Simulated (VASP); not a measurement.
Wanted: the native input for a VASP 6.6.1 run.

```yaml
Task: single point
Functional: LDA
Potentials_or_basis: VASP PAW LDA potentials, release 64 (Sr_sv, Ca_sv)
Cutoff: 520 eV
k_mesh: 5 × 5 × 1
Occupations: fermi-dirac, width 0.15 eV
Spin: no spin polarisation
Dipole_correction: yes
Further_INCAR_settings: ALGO = Normal; EDIFF = 1e-06; NBANDS = 28
```

The structure of SrCa lies in POSCAR:

```
SrCa
1.0
    4.1347482800      0.0000000000      0.0000000000
   -2.0673741400      3.5807970600      0.0000000000
    0.0000000000      0.0000000000     23.1024865450
Sr Ca
2 2
Direct
    0.3333333333      0.6666666667      0.4271183319
    0.0000000000      1.0000000000      0.7186450044
    0.0000000000      0.0000000000      0.2813549956
    0.6666666667      0.3333333333      0.5728816681
```

One way to write it, as run:

INCAR

```
SYSTEM = SrCa
ALGO = Normal
DIPOL = 0.5 0.5 0.500
EDIFF = 1E-6
ENCUT = 520
GGA = CA
IDIPOL = 3
ISIF = 2
ISMEAR = -1
LASPH = .TRUE.
LCHARG = .FALSE.
LDIPOL = .TRUE.
LREAL = .FALSE.
LWAVE = .FALSE.
NBANDS = 28
NELM = 80
PREC = Accurate
SIGMA = 0.15
```

KPOINTS

```
k-points
0
G
  5 5 1
  0 0 0
```

Potentials or basis: VASP PAW LDA potentials, release 64 (Sr_sv, Ca_sv).

The run is started by

```sh
$ cat potpaw_LDA.64/Sr_sv/POTCAR potpaw_LDA.64/Ca_sv/POTCAR > POTCAR
$ mpirun -np 1 vasp_std > vasp.out
```

It gave:

The largest force is 0.259 eV/Å and the band gap on the k mesh is 0.24 eV, indirect (least direct gap 0.31 eV).

Run time: 82 s on 1 thread of Intel(R) Xeon(R) Platinum 8375C CPU @ 2.90GHz (Ice Lake), on a shared host, peak memory 0.34 GiB.
